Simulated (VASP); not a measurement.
## HfZn: single point with LDA

HfZn:

```
CELL_PARAMETERS angstrom
3.22092 0.00000 0.00000
0.00000 3.22092 0.00000
0.00000 0.00000 3.22092
ATOMIC_POSITIONS crystal
Hf 0.50000 0.50000 0.50000
Zn 0.00000 0.00000 0.00000
```

- Program: VASP 6.6.1
- Task: single point
- Functional: LDA
- Potentials or basis: VASP PAW LDA potentials, release 64 (Hf_pv, Zn)
- Cutoff: 520 eV
- k mesh: 8 × 8 × 8
- Occupations: fermi-dirac, width 0.1 eV
- Spin: no spin polarisation
- Dipole correction: no
- Further INCAR settings: ALGO = Normal; EDIFF = 1e-06; NBANDS = 18

| Property | Result |
| --- | --- |
| Pressure | 0.2 GPa |
| Band gap on the k mesh | zero (band 11 reaches 4.81 eV, above the bottom of band 12 at 4.13 eV) |

Levels at points of the mesh, in eV from the Fermi level:
```csv
k point,band 7,band 8,band 9,band 10,band 11,band 12,band 13,band 14,band 15,band 16
"(0.00, 0.00, 0.00)",-7.36,-7.36,-7.36,-0.90,-0.90,4.41,4.41,4.41,5.73,5.73
"(0.50, 0.00, 0.00)",-7.41,-7.31,-5.26,-4.62,-0.61,0.88,0.88,4.48,6.13,9.44
"(0.50, 0.50, 0.00)",-7.55,-7.09,-4.73,-0.78,-0.56,-0.56,2.62,2.62,6.17,7.78
"(0.50, 0.50, 0.50)",-7.08,-7.08,-3.09,-3.09,-3.09,0.58,6.04,6.04,6.04,6.36
```

It took 6.1 s on 1 thread of Intel(R) Xeon(R) 6975P-C (Granite Rapids), with other jobs on the host, peak memory 0.14 GiB.

Caveat: spin-orbit coupling is left out, which moves the levels of the heavy elements.
